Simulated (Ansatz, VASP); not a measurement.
# SnSe2 in VASP and in Ansatz

```xyz
3
Lattice="3.8406 0.0000 0.0000 -1.9203 3.3260 0.0000 0.0000 0.0000 6.5233" Properties=species:S:1:pos:R:3 pbc="T T T"
Sn    0.0000    0.0000    0.0000
Se    0.0000    2.2174    1.5739
Se    1.9203    1.1087    4.9494
```

Alike in both runs: functional r2SCAN; k mesh 12 × 12 × 6; occupations gaussian, width 0.02 eV; no spin polarisation.

Ansatz relaxed the structure, and its values are those at the end. VASP's run is a single point on that final structure, the one shown.

|  | VASP | Ansatz |
| --- | --- | --- |
| version | VASP 6.6.1 | Ansatz 0.2.0 |
| potentials or method | VASP PAW PBE potentials, release 64 (Sn_d, Se), cutoff 520 eV | scalar-relativistic, plane waves, PAW |
| valence electrons in the cell | 26 | 46 |

|  | VASP | Ansatz | Ansatz less VASP |
| --- | --- | --- | --- |
| gap on the k mesh at the Fermi level (eV) | 1.02 | 1.02 | -0.003 |
| least direct gap on the mesh (eV) | 1.46 | 1.46 | -0.002 |
| pressure (GPa) | 0.1 | 0.0 | -0.05 |
| rms of the force components (eV/Å) | 0.006 | 0.000 | -0.0056 |

VASP's potentials were made for PBE, not for r2SCAN. The functional is the same, so the differences come from potentials, cutoffs and numerics. VASP's potentials hold 26 valence electrons a cell and Ansatz's 46, so a difference there can come from the potentials and not from the codes.
